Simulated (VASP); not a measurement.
# KTaO3 in VASP: notebook

KTaO3 is run at these levels: PBEsol; tasks: single point.

All numbers are computed with VASP 6.6.1; they aren't measurements. Logs are shortened: lines on timing, memory, paths and dates and some standing lists are left out, and cuts for length are marked.

### 1 The cell of the first run

The structure is tetragonal, space group P4/mmm (No. 123). The conventional cell has a = 3.966 Å, b = 3.966 Å, c = 3.810 Å, α = 90.00°, β = 90.00°, γ = 90.00°. Within 3.6 Å of K (site symmetry 4/mmm) lie 12 O at 2.75 to 2.80 Å and 8 Ta at 3.39 Å. Ta (site symmetry 4/mmm) has 6 O at 1.90 to 1.98 Å within 2.5 Å. O (site symmetry mmm) has 2 Ta at 1.98 Å within 2.6 Å. O (site symmetry 4/mmm) has 2 Ta at 1.90 Å within 2.5 Å.

### 2 Single point, PBEsol (11.98 Å³/atom)

Contents of INCAR:

```
PREC = Accurate ; ENCUT = 700
EDIFF = 1E-6 ; ISMEAR = 0
SIGMA = 0.05 ; LREAL = False
LASPH = True ; NELM = 120
ALGO = Normal ; ISIF = 2
LWAVE = False ; LCHARG = True
GGA = PS ; LELF = True
LVHAR = True ; NBANDS = 28
GGA_COMPAT = False
```

Contents of KPOINTS:

```
Automatic mesh
0
Gamma
  8 8 8
```

Contents of POSCAR:

```
KTaO3
1.0
    3.9660223151      0.0000000000      0.0000000000
    0.0000000000      3.9660223151      0.0000000000
    0.0000000000      0.0000000000      3.8097610359
K Ta O
1 1 3
Direct
    0.5000000000      0.5000000000      0.5000000000
    0.0000000000      0.0000000000      0.0000000000
    0.5000000000      0.0000000000      0.0000000000
    0.0000000000      0.5000000000      0.0000000000
    0.0000000000      0.0000000000      0.5000000000
```

Potentials or basis: VASP PAW PBE potentials, release 64 (K_sv, Ta_sv_GW, O).

Run with:

```
$ cat potpaw_PBE.64/K_sv/POTCAR potpaw_PBE.64/Ta_sv_GW/POTCAR potpaw_PBE.64/O/POTCAR > POTCAR
$ mpirun -np 1 vasp_std > vasp.out
```

OUTCAR:

```text
PREC = Accurate
   ENCUT = 700
   EDIFF = 1E-6
   ISMEAR = 0
   LREAL = False
   LASPH = True
   NELM = 120
   ISIF = 2
   GGA = PS

 ion  position               nearest neighbor table
   1  0.500  0.500  0.500-   3 2.75   4 2.75   3 2.75   4 2.75   3 2.75   3 2.75   4 2.75   4 2.75
                             5 2.80   5 2.80   5 2.80   5 2.80   2 3.39   2 3.39   2 3.39   2 3.39
   2  0.000  0.000  0.000-   5 1.90   5 1.90   3 1.98   4 1.98   4 1.98   3 1.98   1 3.39   1 3.39
                             1 3.39   1 3.39   1 3.39   1 3.39   1 3.39   1 3.39
   3  0.500  0.000  0.000-   2 1.98   2 1.98   1 2.75   1 2.75   1 2.75   1 2.75
   4  0.000  0.500  0.000-   2 1.98   2 1.98   1 2.75   1 2.75   1 2.75   1 2.75
   5  0.000  0.000  0.500-   2 1.90   2 1.90   1 2.80   1 2.80   1 2.80   1 2.80

  LATTYP: Found a simple tetragonal cell.
 ALAT       =     3.9660223151
 C/A-ratio  =     0.9606000000

  Lattice vectors:

 A1 = (   3.9660223151,   0.0000000000,   0.0000000000)
 A2 = (   0.0000000000,   3.9660223151,   0.0000000000)
 A3 = (   0.0000000000,   0.0000000000,   3.8097610359)

Analysis of symmetry for initial positions (statically):
=====================================================================
 Subroutine PRICEL returns:
 Original cell was already a primitive cell.

 Routine SETGRP: Setting up the symmetry group for a
 simple tetragonal supercell.

 Subroutine GETGRP returns: Found 16 space group operations
 (whereof 16 operations were pure point group operations)
 out of a pool of 16 trial point group operations.

The static configuration has the point symmetry D_4h.

Analysis of symmetry for dynamics (positions and initial velocities):
=====================================================================
 Subroutine PRICEL returns:
 Original cell was already a primitive cell.

 Routine SETGRP: Setting up the symmetry group for a
 simple tetragonal supercell.

 Subroutine GETGRP returns: Found 16 space group operations
 (whereof 16 operations were pure point group operations)
 out of a pool of 16 trial point group operations.

The dynamic configuration has the point symmetry D_4h.

 Subroutine INISYM returns: Found 16 space group operations
 (whereof 16 operations are pure point group operations),
 and found     1 'primitive' translations

----------------------------------------------------------------------------------------

[... 94 lines left out ...]
   LSORBIT =      F    spin-orbit coupling
   LASPH  =      T    aspherical Exc in radial PAW
   ENCUT  =  700.0 eV  51.45 Ry    7.17 a.u.   8.56  8.56  8.22*2*pi/ulx,y,z
   NELM   =    120;   NELMIN=  2; NELMDL= -5     # of ELM steps
   EDIFF  = 0.1E-05   stopping-criterion for ELM
   LREAL  =      F    real-space projection
   EDIFFG = 0.1E-04   stopping-criterion for IOM
   NSW    =      0    number of steps for IOM
   IBRION =     -1    ionic relax: 0-MD 1-quasi-New 2-CG
   NFREE  =      0    steps in history (QN), initial steepest desc. (CG)
   ISIF   =      2    stress and relaxation
   ISYM   =      2    0-nonsym 1-usesym 2-fastsym
   POTIM  = 0.5000    time-step for ionic-motion
   TEBEG  =    0.0;   TEEND  =   0.0 temperature during run
   PSTRESS=    0.0 pullay stress
   NELECT =      40.0000    total number of electrons
   NUPDOWN=      -1.0000    fix difference up-down
   EMIN   =  10.00;   EMAX   =-10.00  energy-range for DOS
   EFERMI =   0.00;   METHOD = LEGACY
   ISMEAR =     0;   SIGMA  =   0.05  broadening in eV -4-tet -1-fermi 0-gaus
   EFERMI_NEDOS =   21; number of points for ismear=-14 and -15
   IALGO  =     38    algorithm
   IMIX   =      4    mixing-type and parameters
     AMIX     =   0.40;   BMIX     =  1.00
     AMIX_MAG =   1.60;   BMIX_MAG =  1.00
  volume/ion in A,a.u.               =      11.98        80.88
  Fermi-wavevector in a.u.,A,eV,Ry     =   1.430734  2.703695 27.851112  2.046999
  Thomas-Fermi vector in A             =   2.550547
   LORBIT       =      0    0 simple, 1 ext, 2 COOP (PROOUT), +10 PAW based schemes
   GGA     = PS    functional components
   LHFCALC =     F    Hartree Fock is set to
   AEXX    =    0.0000 exact exchange contribution
   IVDW    =     0    specifies the selected vdW correction
   LEPSILON=     F    determine dielectric tensor
   LRPA    =     F    only Hartree local field effects (RPA)
 non-spin polarized calculation
 Gauss-broadening in eV      SIGMA  =   0.05
  energy-cutoff  :      700.00
  volume of cell :       59.92
 maximum number of plane-waves:      2544
 NGX is ok and might be reduce to    36
   NGX = 17   NGY = 17   NGZ = 17

 number of electron      40.0000003 magnetization

 Free energy of the ion-electron system (eV)
  ---------------------------------------------------
  ext. energy  EPLUGINS =         0.00000000
  ---------------------------------------------------
  free energy    TOTEN  =       -45.28271438 eV

  energy without entropy =      -45.28271438  energy(sigma->0) =      -45.28271438

 E-fermi :   3.8287     XC(G=0): -11.5700

 val. band max:        3.5796350204   @ k =   0.5000   0.5000   0.5000
 cond. band min:       5.7422617240   @ k =   0.0000   0.0000   0.0000
 fundamental gap:      2.1626267036
 Fermi energy:         3.8286768203

 k-point     1 :       0.0000    0.0000    0.0000
  band No.  band energies     occupation
      1     -63.6166      2.00000
      2     -30.2533      2.00000
      3     -30.1464      2.00000
      4     -30.1464      2.00000
      5     -23.5136      2.00000
      6     -14.2692      2.00000
[... 733 lines left out ...]
     27      13.5502      0.00000
     28      14.4972      0.00000

 [... further k-points ...]
[... 5 lines left out ...]
  --------------------------------------------------------------------------------------
  -------------------------------------------------------------------------------------
  Total        2.6022648      2.6022648     10.1187950      0.0000000      0.0000000      0.0000000
  in kB       69.5751306     69.5751306    270.5399065      0.0000000      0.0000000      0.0000000
  external PRESSURE =     136.5633892 kB  Pullay stress =       0.0000000 kB

 VOLUME and BASIS-vectors are now :
 -----------------------------------------------------------------------------
  energy-cutoff  :      700.00
  volume of cell :       59.92
      direct lattice vectors                 reciprocal lattice vectors
     3.966022315  0.000000000  0.000000000     0.252141799  0.000000000  0.000000000
     0.000000000  3.966022315  0.000000000     0.000000000  0.252141799  0.000000000
     0.000000000  0.000000000  3.809761036     0.000000000  0.000000000  0.262483655

 POSITION                                       TOTAL-FORCE (eV/Angst)
 -----------------------------------------------------------------------------------
      1.98301      1.98301      1.90488         0.000000      0.000000      0.000000
      0.00000      0.00000      0.00000         0.000000      0.000000      0.000000
      1.98301      0.00000      0.00000         0.000000      0.000000      0.000000
      0.00000      1.98301      0.00000         0.000000      0.000000      0.000000
      0.00000      0.00000      1.90488         0.000000      0.000000      0.000000
 -----------------------------------------------------------------------------------
    total drift:                                0.000000      0.000000     -0.000000

  FREE ENERGIE OF THE ION-ELECTRON SYSTEM (eV)
  ---------------------------------------------------
  free  energy   TOTEN  =       -45.2827143771 eV

  energy  without entropy=      -45.2827143771  energy(sigma->0) =      -45.28271438
```

stdout:

```text
POSCAR found type information on POSCAR K TaO
 POSCAR found :  3 types and       5 ions
 scaLAPACK will be used
 -----------------------------------------------------------------------------
|                                                                             |
|                                                                             |
|     You enforced a specific xc type in the INCAR file but a different       |
|     I HOPE YOU KNOW WHAT YOU ARE DOING!                                     |
|                                                                             |
 -----------------------------------------------------------------------------

 LDA part: xc-table for (Slater+PW92), standard interpolation
 POSCAR, INCAR and KPOINTS ok, starting setup
 FFT: planning ... GRIDC
 FFT: planning ... GRID_SOFT
 FFT: planning ... GRID
 WAVECAR not read
 entering main loop
```

Run time: 2.5 min. Hardware: 1 thread of Intel Xeon Platinum 8375C at 2.90GHz (Ice Lake), shared host; peak memory 0.35 GiB.

Results:

```yaml
Free_energy: -45.2827 eV
Pressure: 13.7 GPa
Band_gap_on_the_k_mesh: 2.16 eV (least direct gap 2.72 eV)
```

Stress tensor (GPa, compression positive):
```
 6.96  0.00  0.00
 0.00  6.96  0.00
 0.00  0.00 27.05
```

Caveat: the stress differs along the axes, from 7 to 27 GPa; the PAW data sets were made with another functional, which shifts forces and pressure a little; spin-orbit coupling is left out, which moves the levels of the heavy elements. A k mesh can miss the band edges.

### 3 Single point, PBEsol (11.98 Å³/atom)

Contents of INCAR:

```
  PREC = Accurate
  ENCUT = 700
  EDIFF = 1E-6
  ISMEAR = 0
  SIGMA = 0.05
  LREAL = False
  LASPH = True
  NELM = 120
  ALGO = Normal
  ISIF = 2
  LWAVE = False
  LCHARG = False
  GGA = PS
  NBANDS = 28
  GGA_COMPAT = False
```

KPOINTS is that of step 2.

Changes to POSCAR since step 2:

```diff
@@ -2,5 +2,5 @@
 1.0
-    3.9660223151      0.0000000000      0.0000000000
-    0.0000000000      3.9660223151      0.0000000000
-    0.0000000000      0.0000000000      3.8097610359
+    3.8611716109      0.0000000000      0.0000000000
+    0.0000000000      3.8611716109      0.0000000000
+    0.0000000000      0.0000000000      4.0194796469
 K Ta O
```

Potentials or basis: VASP PAW PBE potentials, release 64 (K_sv, Ta_sv_GW, O).

Run with:

```
$ cat potpaw_PBE.64/K_sv/POTCAR potpaw_PBE.64/Ta_sv_GW/POTCAR potpaw_PBE.64/O/POTCAR > POTCAR
$ mpirun -np 1 vasp_std > vasp.out
```

It took 2.2 min on 1 thread of Intel Xeon Platinum 8488C (Sapphire Rapids), shared host; peak memory 0.35 GiB.

Results (log left out):

```
Free energy            : -45.2893 eV
Pressure               : 13.6 GPa
Band gap on the k mesh : 2.20 eV (least direct gap 2.75 eV)
```

Stress tensor (GPa, compression positive):
```
19.68  0.00  0.00
 0.00 19.68  0.00
 0.00  0.00  1.55
```

Levels at points of the mesh, in eV from the valence-band top:
```csv
k point,band 18,band 19,band 20,band 21,band 22,band 23
"(0.00, 0.00, 0.00)",-0.64,-0.56,-0.56,2.20,2.20,2.25
"(0.50, 0.00, 0.00)",-1.64,-0.87,-0.77,2.41,5.57,5.57
"(0.50, 0.50, 0.00)",-1.25,-1.25,-0.09,5.62,5.62,7.09
"(0.00, 0.00, 0.50)",-1.78,-0.87,-0.87,2.41,5.02,5.02
"(0.50, 0.00, 0.50)",-1.66,-1.51,-0.07,5.08,5.60,6.71
"(0.50, 0.50, 0.50)",-0.06,0.00,0.00,6.90,6.90,7.26
```

Caveat: the stress differs along the axes, from 2 to 20 GPa; the PAW data sets were made with another functional, which shifts forces and pressure a little; spin-orbit coupling is left out, which moves the levels of the heavy elements. A k mesh can miss the band edges.

### 4 Single point, PBEsol (11.99 Å³/atom)

Contents of INCAR:

```
PREC = Accurate ; ENCUT = 700
EDIFF = 1E-6 ; ISMEAR = 0
SIGMA = 0.05 ; LREAL = False
LASPH = True ; NELM = 120
ALGO = Normal ; ISIF = 2
LWAVE = False ; LCHARG = False
GGA = PS ; NBANDS = 28
GGA_COMPAT = False
```

Contents of KPOINTS:

```
regular mesh
0
Gamma
  8 8 8
```

Changes to POSCAR since step 3:

```diff
@@ -2,5 +2,5 @@
 1.0
-    3.8611716109      0.0000000000      0.0000000000
-    0.0000000000      3.8611716109      0.0000000000
-    0.0000000000      0.0000000000      4.0194796469
+    3.9132357662      0.0000000000      0.0000000000
+    0.0000000000      3.9132357662      0.0000000000
+    0.0000000000      0.0000000000      3.9132357662
 K Ta O
```

Run with:

```
$ cat potpaw_PBE.64/K_sv/POTCAR potpaw_PBE.64/Ta_sv_GW/POTCAR potpaw_PBE.64/O/POTCAR > POTCAR
$ mpirun -np 1 vasp_std > vasp.out
```

Run time: 51 s. Hardware: 1 thread of Intel Xeon 6975P-C (Granite Rapids), shared host; peak memory 0.27 GiB.

The run converged. Its results:

| Item | Value |
| --- | --- |
| Free energy | -45.3815 eV |
| Pressure | 12.9 GPa |
| Band gap on the k mesh | 2.24 eV (least direct gap 2.82 eV) |

Levels at points of the mesh, in eV from the valence-band top:
| k point | band 18 | band 19 | band 20 | band 21 | band 22 | band 23 |
| --- | --- | --- | --- | --- | --- | --- |
| (0.00, 0.00, 0.00) | -0.58 | -0.58 | -0.58 | 2.24 | 2.24 | 2.24 |
| (0.50, 0.00, 0.00) | -1.69 | -0.82 | -0.82 | 2.43 | 5.40 | 5.40 |
| (0.50, 0.50, 0.00) | -1.51 | -1.51 | -0.05 | 5.45 | 5.45 | 6.84 |
| (0.50, 0.50, 0.50) | 0.00 | 0.00 | 0.00 | 7.02 | 7.02 | 7.02 |

Caveat: the cell stands under pressure; the PAW data sets were made with another functional, which shifts forces and pressure a little; spin-orbit coupling is left out, which moves the levels of the heavy elements.

### 5 Overview

```tsv
cell	gap on the mesh (eV)	pressure (GPa)
a = 3.966, b = 3.966, c = 3.810 Å, 5 atoms	2.16	13.7
a = 3.861, b = 3.861, c = 4.019 Å, 5 atoms	2.20	13.6
a = 3.913 Å, 5 atoms	2.24	12.9
```

Alike in all rows: task single point; level PBEsol; potentials or basis VASP PAW PBE potentials, release 64 (K_sv, Ta_sv_GW, O); no spin polarisation; k mesh 8 × 8 × 8; cutoff (eV) 700; smearing gaussian 0.05 eV.

Caveats: the PAW data sets were made with another functional, which shifts forces and pressure a little; spin-orbit coupling is left out, which moves the levels of the heavy elements; the stress differs along the axes, from 7 to 27 GPa (at least some runs); the stress differs along the axes, from 2 to 20 GPa (at least some runs); the cell stands under pressure (at least some runs).

Absolute energies hang on the potentials; compare differences alone.
